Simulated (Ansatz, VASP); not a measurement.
CdF2: VASP beside Ansatz

```xyz
3
Lattice="0.0000 2.6557 2.6557 2.6557 0.0000 2.6557 2.6557 2.6557 0.0000" Properties=species:S:1:pos:R:3 pbc="T T T"
Cd    0.0000    0.0000    0.0000
F     1.3278    1.3278    1.3278
F     3.9835    3.9835    3.9835
```

Alike in both runs: task single point; functional PBEsol; k mesh 8 × 8 × 8; occupations gaussian, width 0.05 eV; no spin polarisation.

|  | VASP | Ansatz |
| --- | --- | --- |
| version | VASP 6.6.1 | Ansatz 0.2.0 |
| potentials or method | VASP PAW PBE potentials, release 64 (Cd_sv_GW, F), cutoff 700 eV | scalar-relativistic, plane waves, PAW |
| valence electrons in the cell | 34 | 34 |

```csv
,VASP,Ansatz,Ansatz less VASP
gap on the k mesh at the Fermi level (eV),3.07,3.08,+0.012
least direct gap on the mesh (eV),3.51,3.52,+0.010
pressure (GPa),4.5,4.9,+0.36
```

VASP's potentials were made for PBE, not for PBEsol. With one functional, cell and mesh, what is left measures potentials, basis and numerics.
